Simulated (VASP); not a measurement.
# CuSb (P4/mmm) in VASP: a series of runs

The runs below take CuSb through single point, relaxation of cell and atoms, with PBE.

Program: VASP 6.6.1. These are calculated values, not measurements. Logs are shortened: lines on timing, memory, paths and dates and some standing lists are left out, and cuts for length are marked.

## Step 1: The cell of the first run

The structure is tetragonal, space group P4/mmm (No. 123). Conventional cell: a = 3.208 Å, b = 3.208 Å, c = 3.786 Å, α = 90.00°, β = 90.00°, γ = 90.00°. Within 3.9 Å of Cu (site symmetry 4/mmm) lie 8 Sb at 2.95 Å and 6 Cu at 3.21 to 3.79 Å. Within 3.9 Å of Sb (site symmetry 4/mmm) lie 8 Cu at 2.95 Å and 6 Sb at 3.21 to 3.79 Å.

## Step 2: Single point, PBE

The input, INCAR:

```
PREC = Accurate ; ENCUT = 520
EDIFF = 1E-6 ; ISMEAR = 0
SIGMA = 0.1 ; LREAL = False
LASPH = True ; NELM = 80
ALGO = Normal ; ISIF = 2
LWAVE = False ; LCHARG = False
GGA = PE ; NBANDS = 15
```

The input, KPOINTS:

```
regular mesh
0
Gamma
  18 18 14
```

The input, POSCAR:

```
CuSb
1.0
    3.2084047747      0.0000000000      0.0000000000
    0.0000000000      3.2084047747      0.0000000000
    0.0000000000      0.0000000000      3.7855977410
Cu Sb
1 1
Direct
    0.5000000000      0.5000000000      0.5000000000
    0.0000000000      0.0000000000      0.0000000000
```

Potentials or basis: VASP PAW PBE potentials, release 64 (Cu, Sb).

The run is started by

```sh
> cat potpaw_PBE.64/Cu/POTCAR potpaw_PBE.64/Sb/POTCAR > POTCAR
> mpirun -np 1 vasp_std > vasp.out
```

OUTCAR:

```text
PREC = Accurate
   ENCUT = 520
   EDIFF = 1E-6
   ISMEAR = 0
   LREAL = False
   LASPH = True
   NELM = 80
   ISIF = 2
   GGA = PE

 ion  position               nearest neighbor table
   1  0.500  0.500  0.500-   2 2.95   2 2.95   2 2.95   2 2.95   2 2.95   2 2.95   2 2.95   2 2.95

   2  0.000  0.000  0.000-   1 2.95   1 2.95   1 2.95   1 2.95   1 2.95   1 2.95   1 2.95   1 2.95

  LATTYP: Found a simple tetragonal cell.
 ALAT       =     3.2084047747
 C/A-ratio  =     1.1799002953

  Lattice vectors:

 A1 = (   3.2084047747,   0.0000000000,   0.0000000000)
 A2 = (   0.0000000000,   3.2084047747,   0.0000000000)
 A3 = (   0.0000000000,   0.0000000000,   3.7855977410)

Analysis of symmetry for initial positions (statically):
=====================================================================
 Subroutine PRICEL returns:
 Original cell was already a primitive cell.

 Routine SETGRP: Setting up the symmetry group for a
 simple tetragonal supercell.

 Subroutine GETGRP returns: Found 16 space group operations
 (whereof 16 operations were pure point group operations)
 out of a pool of 16 trial point group operations.

The static configuration has the point symmetry D_4h.

Analysis of symmetry for dynamics (positions and initial velocities):
=====================================================================
 Subroutine PRICEL returns:
 Original cell was already a primitive cell.

 Routine SETGRP: Setting up the symmetry group for a
 simple tetragonal supercell.

 Subroutine GETGRP returns: Found 16 space group operations
 (whereof 16 operations were pure point group operations)
 out of a pool of 16 trial point group operations.

The dynamic configuration has the point symmetry D_4h.

 Subroutine INISYM returns: Found 16 space group operations
 (whereof 16 operations are pure point group operations),
 and found     1 'primitive' translations

----------------------------------------------------------------------------------------

                                     Primitive cell

  volume of cell :      38.9684

  direct lattice vectors                    reciprocal lattice vectors
     3.208404775  0.000000000  0.000000000     0.311681371  0.000000000  0.000000000
     0.000000000  3.208404775  0.000000000     0.000000000  0.311681371  0.000000000
     0.000000000  0.000000000  3.785597741     0.000000000  0.000000000  0.264159076

  length of vectors
     3.208404775  3.208404775  3.785597741     0.311681371  0.311681371  0.264159076

  position of ions in fractional coordinates (direct lattice)
     0.500000000  0.500000000  0.500000000
     0.000000000  0.000000000  0.000000000

  ion indices of the primitive-cell ions
   primitive index   ion index
                 1           1
                 2           2

----------------------------------------------------------------------------------------

 KPOINTS: regular mesh

Automatic generation of k-mesh.
 Grid dimensions read from file:
 generate k-points for:   18   18   14

 Generating k-lattice:

  Cartesian coordinates                     Fractional coordinates (reciprocal lattice)
     0.017315632  0.000000000  0.000000000     0.055555556  0.000000000  0.000000000
     0.000000000  0.017315632  0.000000000     0.000000000  0.055555556  0.000000000
     0.000000000  0.000000000  0.018868505     0.000000000  0.000000000  0.071428571

  Length of vectors
     0.017315632  0.017315632  0.018868505

  Shift w.r.t. Gamma in fractional coordinates (k-lattice)
     0.000000000  0.000000000  0.000000000

 Subroutine IBZKPT returns following result:
 ===========================================

 Found    440 irreducible k-points:

 Following reciprocal coordinates:
            Coordinates               Weight
  0.000000  0.000000  0.000000      1.000000
  0.055556  0.000000  0.000000      4.000000
  0.111111  0.000000  0.000000      4.000000
  0.166667  0.000000  0.000000      4.000000
  0.222222  0.000000  0.000000      4.000000
  0.277778  0.000000  0.000000      4.000000
[... 16 lines left out ...]
  0.277778  0.111111  0.000000      8.000000
  0.333333  0.111111  0.000000      8.000000
 [... further k-points ...]
   k-points           NKPTS =    440   k-points in BZ     NKDIM =    440   number of bands    NBANDS=     15
   number of dos      NEDOS =    301   number of ions     NIONS =      2
   total plane-waves  NPLWV =  16128
   dimension x,y,z NGX =    24 NGY =   24 NGZ =   28
   dimension x,y,z NGXF=    48 NGYF=   48 NGZF=   56
   ions per type =               1   1
   NGX,Y,Z   is equivalent  to a cutoff of  12.44, 12.44, 12.30 a.u.
   NGXF,Y,Z  is equivalent  to a cutoff of  24.87, 24.87, 24.59 a.u.
 SYSTEM =  unknown system
   PREC   = accura    normal or accurate (medium, high low for compatibility)
   ISTART =      0    job   : 0-new  1-cont  2-samecut
   ICHARG =      2    charge: 1-file 2-atom 10-const
   ISPIN  =      1    spin polarized calculation?
   LNONCOLLINEAR =      F non collinear calculations
   LSORBIT =      F    spin-orbit coupling
   LASPH  =      T    aspherical Exc in radial PAW
   ENCUT  =  520.0 eV  38.22 Ry    6.18 a.u.   5.97  5.97  7.04*2*pi/ulx,y,z
   NELM   =     80;   NELMIN=  2; NELMDL= -5     # of ELM steps
   EDIFF  = 0.1E-05   stopping-criterion for ELM
   LREAL  =      F    real-space projection
   EDIFFG = 0.1E-04   stopping-criterion for IOM
   NSW    =      0    number of steps for IOM
   IBRION =     -1    ionic relax: 0-MD 1-quasi-New 2-CG
   NFREE  =      0    steps in history (QN), initial steepest desc. (CG)
   ISIF   =      2    stress and relaxation
   ISYM   =      2    0-nonsym 1-usesym 2-fastsym
   POTIM  = 0.5000    time-step for ionic-motion
   TEBEG  =    0.0;   TEEND  =   0.0 temperature during run
   PSTRESS=    0.0 pullay stress
   NELECT =      16.0000    total number of electrons
   NUPDOWN=      -1.0000    fix difference up-down
   EMIN   =  10.00;   EMAX   =-10.00  energy-range for DOS
   EFERMI =   0.00;   METHOD = LEGACY
   ISMEAR =     0;   SIGMA  =   0.10  broadening in eV -4-tet -1-fermi 0-gaus
   EFERMI_NEDOS =   21; number of points for ismear=-14 and -15
   IALGO  =     38    algorithm
   IMIX   =      4    mixing-type and parameters
     AMIX     =   0.40;   BMIX     =  1.00
     AMIX_MAG =   1.60;   BMIX_MAG =  1.00
  volume/ion in A,a.u.               =      19.48       131.49
  Fermi-wavevector in a.u.,A,eV,Ry     =   1.216776  2.299373 20.144016  1.480543
  Thomas-Fermi vector in A             =   2.352118
   LORBIT       =      0    0 simple, 1 ext, 2 COOP (PROOUT), +10 PAW based schemes
   GGA     = PE    functional components
   LHFCALC =     F    Hartree Fock is set to
   AEXX    =    0.0000 exact exchange contribution
   IVDW    =     0    specifies the selected vdW correction
   LEPSILON=     F    determine dielectric tensor
   LRPA    =     F    only Hartree local field effects (RPA)
 non-spin polarized calculation
 Gauss-broadening in eV      SIGMA  =   0.10
  energy-cutoff  :      520.00
  volume of cell :       38.97
 maximum number of plane-waves:      1072
 NGX is ok and might be reduce to    24
   NGX = 11   NGY = 11   NGZ = 15

 number of electron      16.0000006 magnetization

 Free energy of the ion-electron system (eV)
  ---------------------------------------------------
  ext. energy  EPLUGINS =         0.00000000
  ---------------------------------------------------
  free energy    TOTEN  =        -7.29675636 eV

  energy without entropy =       -7.29201684  energy(sigma->0) =       -7.29438660

 E-fermi :   8.4688     XC(G=0): -10.9919

 val. band max:        8.4627725928   @ k =   0.5000   0.5000   0.2143
 cond. band min:       8.4714267714   @ k =   0.4444   0.0000   0.1429
 fundamental gap:      0.0086541786
 Fermi energy:         8.4687857225

 k-point     1 :       0.0000    0.0000    0.0000
  band No.  band energies     occupation
      1      -4.1619      2.00000
      2       5.0062      2.00000
      3       5.0917      2.00000
      4       5.6455      2.00000
      5       5.6455      2.00000
      6       5.7867      2.00000
      7       6.7210      2.00000
      8       9.7748      0.00000
      9      10.2705      0.00000
     10      10.2705      0.00000
     11      14.8251      0.00000
     12      14.8962      0.00000
     13      21.0220      0.00000
     14      21.8694      0.00000
     15      21.8694      0.00000

 k-point     2 :       0.0556    0.0000    0.0000
  band No.  band energies     occupation
      1      -4.1178      2.00000
      2       5.0143      2.00000
      3       5.0903      2.00000
      4       5.5870      2.00000
      5       5.6462      2.00000
      6       5.7741      2.00000
      7       6.8265      2.00000
      8       9.3665      0.00000
      9      10.2751      0.00000
     10      10.3284      0.00000
     11      14.8822      0.00000
     12      15.3732      0.00000
     13      20.5097      0.00000
     14      21.4024      0.00000
     15      21.8542      0.00000

 k-point     3 :       0.1111    0.0000    0.0000
  band No.  band energies     occupation
      1      -3.9861      2.00000
      2       5.0339      2.00000
      3       5.0775      2.00000
      4       5.4561      2.00000
      5       5.6479      2.00000
      6       5.7386      2.00000
      7       7.0978      2.00000
      8       8.4268      1.44717
      9      10.3411      0.00000
     10      10.4990      0.00000
     11      14.9600      0.00000
     12      16.5680      0.00000
     13      19.4395      0.00000
     14      20.4070      0.00000
     15      21.7033      0.00000

 k-point     4 :       0.1667    0.0000    0.0000
  band No.  band energies     occupation
      1      -3.7683      2.00000
      2       4.9862      2.00000
      3       5.0752      2.00000
      4       5.3103      2.00000
      5       5.6507      2.00000
      6       5.6866      2.00000
      7       7.3907      2.00000
      8       7.4767      2.00000
      9      10.4715      0.00000
     10      10.7738      0.00000
     11      15.0857      0.00000
     12      18.0202      0.00000
     13      18.2746      0.00000
     14      19.3172      0.00000
     15      21.1547      0.00000
[... 307 lines left out ...]
 k-point    22 :       0.2222    0.1111    0.0000
  band No.  band energies     occupation
      1      -3.2944      2.00000
      2       4.7613      2.00000
      3       5.1207      2.00000
      4       5.1849      2.00000
      5       5.5592      2.00000
      6       5.6012      2.00000
      7       6.7208      2.00000
      8       8.1531      1.99999
      9       9.2559      0.00000
     10      11.1912      0.00000
     11      16.8582      0.00000
     12      17.1555      0.00000
     13      17.9285      0.00000
     14      18.6560      0.00000
     15      19.9072      0.00000

 k-point    23 :       0.2778    0.1111    0.0000
  band No.  band energies     occupation
      1      -2.9202      2.00000
      2       4.1405      2.00000
      3       5.0917      2.00000
      4       5.1548      2.00000
      5       5.5211      2.00000
      6       5.6068      2.00000
      7       6.2694      2.00000
      8       8.6430      0.01372
      9       9.6362      0.00000
     10      11.4754      0.00000
     11      16.1036      0.00000
     12      16.3445      0.00000
     13      17.5949      0.00000
     14      17.7190      0.00000
     15      20.9030      0.00000

 k-point    24 :       0.3333    0.1111    0.0000
  band No.  band energies     occupation
      1      -2.4859      2.00000
      2       3.3016      2.00000
      3       5.0145      2.00000
      4       5.1889      2.00000
      5       5.4815      2.00000
      6       5.6135      2.00000
      7       6.1305      2.00000
      8       9.1847      0.00000
      9      10.0869      0.00000
     10      11.8187      0.00000
     11      15.1068      0.00000
     12      15.3789      0.00000
     13      16.8383      0.00000
     14      17.8098      0.00000
     15      21.2599      0.00000

 [... further k-points ...]

------------------------ aborting loop because EDIFF is reached ----------------------------------------

  FORCE on cell =-STRESS in cart. coord.  units (eV):
  Direction    XX          YY          ZZ          XY          YZ          ZX
  --------------------------------------------------------------------------------------
  -------------------------------------------------------------------------------------
  Total       -0.0343854     -0.0343854     -0.0155783      0.0000000      0.0000000      0.0000000
  in kB       -1.4137463     -1.4137463     -0.6404983      0.0000000      0.0000000      0.0000000
  external PRESSURE =      -1.1559969 kB  Pullay stress =       0.0000000 kB

 VOLUME and BASIS-vectors are now :
 -----------------------------------------------------------------------------
  energy-cutoff  :      520.00
  volume of cell :       38.97
      direct lattice vectors                 reciprocal lattice vectors
     3.208404775  0.000000000  0.000000000     0.311681371  0.000000000  0.000000000
     0.000000000  3.208404775  0.000000000     0.000000000  0.311681371  0.000000000
     0.000000000  0.000000000  3.785597741     0.000000000  0.000000000  0.264159076

 POSITION                                       TOTAL-FORCE (eV/Angst)
 -----------------------------------------------------------------------------------
      1.60420      1.60420      1.89280         0.000000      0.000000      0.000000
      0.00000      0.00000      0.00000         0.000000      0.000000      0.000000
 -----------------------------------------------------------------------------------
    total drift:                                0.000000      0.000000     -0.000000

  FREE ENERGIE OF THE ION-ELECTRON SYSTEM (eV)
  ---------------------------------------------------
  free  energy   TOTEN  =        -7.2967563637 eV

  energy  without entropy=       -7.2920168363  energy(sigma->0) =       -7.29438660
```

Run time: 4.2 min. Hardware: 1 thread of AMD EPYC 7R13, shared host; peak memory 0.34 GiB.

What came out:

```yaml
Free_energy: -7.2968 eV
Pressure: -0.1 GPa
Band_gap_on_the_k_mesh: zero (bands 8 and 9 overlap by 4.85 eV)
```

Stress tensor (GPa, compression positive):
```
-0.14  0.00  0.00
 0.00 -0.14  0.00
 0.00  0.00 -0.06
```

Levels at points of the mesh, in eV from the Fermi level:
```tsv
k point	band 5	band 6	band 7	band 8	band 9	band 10	band 11	band 12
(0.00, 0.00, 0.00)	-2.82	-2.68	-1.75	1.31	1.80	1.80	6.36	6.43
(0.50, 0.00, 0.00)	-3.04	-2.80	-2.33	1.92	4.13	4.56	4.65	5.00
(0.50, 0.50, 0.00)	-3.13	-3.13	-2.46	-2.42	-0.23	2.69	6.88	6.88
(0.00, 0.00, 0.50)	-3.09	-2.82	-2.68	3.68	3.68	6.97	6.98	7.74
(0.50, 0.00, 0.50)	-2.91	-2.87	-2.70	-2.38	-1.17	4.94	9.55	10.09
(0.50, 0.50, 0.50)	-2.69	-2.45	-0.84	-0.84	0.47	1.11	1.18	1.18
```

Caveat: spin-orbit coupling is left out, which moves the levels of the heavy elements.

## Step 3: Relaxation of cell and atoms, PBE

This run uses another cell than the first one, of 19.36 Å³/atom.

The input, INCAR:

```
ALGO = Normal ; EDIFF = 1E-6
EDIFFG = -0.01 ; ENCUT = 600
GGA = PE ; IBRION = 2
ISIF = 3 ; ISMEAR = 0
LASPH = T ; LCHARG = F
LREAL = F ; LWAVE = F
NELM = 100 ; NSW = 100
PREC = Accurate ; SIGMA = 0.1
```

The input, KPOINTS:

```
k-points
0
Gamma
  18 18 14
```

The input, POSCAR:

```
CuSb
1.0
    3.1921224785      0.0000000000      0.0000000000
    0.0000000000      3.1921224785      0.0000000000
    0.0000000000      0.0000000000      3.7989827861
Cu Sb
1 1
Direct
    0.5000000000      0.5000000000      0.5000000000
    0.0000000000      0.0000000000      0.0000000000
```

Potentials or basis: VASP PAW PBE potentials, release 64 (Cu, Sb).

The run is started by

```sh
> cat potpaw_PBE.64/Cu/POTCAR potpaw_PBE.64/Sb/POTCAR > POTCAR
> mpirun -np 1 vasp_std > vasp.out
```

Wall time 8.3 min (1 thread of AMD EPYC 7R13, shared host); peak memory 0.4 GiB.

The run converged. Its results:

- Free energy: -7.2968 eV
- Relaxed volume: 19.51 Å³/atom
- Relaxed cell: a = 3.201 Å, b = 3.201 Å, c = 3.807 Å, α = 90.00°, β = 90.00°, γ = 90.00°
- Space group after relaxing (to 0.1 Å): P4/mmm (No. 123)
- Energy gained by relaxing: 0.3 meV/atom
- Ionic steps: 3
- Pressure after relaxing: 0.0 GPa
- Band gap on the k mesh: zero (bands 8 and 9 overlap by 4.87 eV)

Stress tensor (GPa, compression positive):
```
 0.07  0.00  0.00
 0.00  0.07  0.00
 0.00  0.00 -0.04
```

The path:
```
step  energy change (eV)  largest force (eV/Å)  pressure (GPa)  volume (Å³)
   1              0.0000                0.0000            0.73        38.71
   2             -0.0005                0.0000           -0.35        39.21
   3             -0.0006                0.0000            0.03        39.02
```

Final structure:
```
Cu Sb
1.0
     3.20115    0.00000    0.00000
     0.00000    3.20115    0.00000
     0.00000    0.00000    3.80735
Cu Sb
1 1
Direct
  0.50000 0.50000 0.50000
  0.00000 0.00000 0.00000
```

Levels at points of the mesh, in eV from the Fermi level:
| k point | band 5 | band 6 | band 7 | band 8 | band 9 | band 10 | band 11 | band 12 |
| --- | --- | --- | --- | --- | --- | --- | --- | --- |
| (0.00, 0.00, 0.00) | -2.81 | -2.67 | -1.83 | 1.22 | 1.87 | 1.87 | 6.43 | 6.47 |
| (0.50, 0.00, 0.00) | -3.02 | -2.79 | -2.31 | 1.87 | 4.05 | 4.47 | 4.72 | 4.92 |
| (0.50, 0.50, 0.00) | -3.12 | -3.12 | -2.44 | -2.42 | -0.18 | 2.64 | 6.80 | 6.80 |
| (0.00, 0.00, 0.50) | -3.07 | -2.82 | -2.67 | 3.70 | 3.70 | 7.00 | 7.03 | 7.80 |
| (0.50, 0.00, 0.50) | -2.90 | -2.86 | -2.70 | -2.37 | -1.16 | 5.00 | 9.59 | 10.15 |
| (0.50, 0.50, 0.50) | -2.68 | -2.44 | -0.85 | -0.85 | 0.51 | 1.12 | 1.19 | 1.19 |

Caveat: spin-orbit coupling is left out, which moves the levels of the heavy elements.
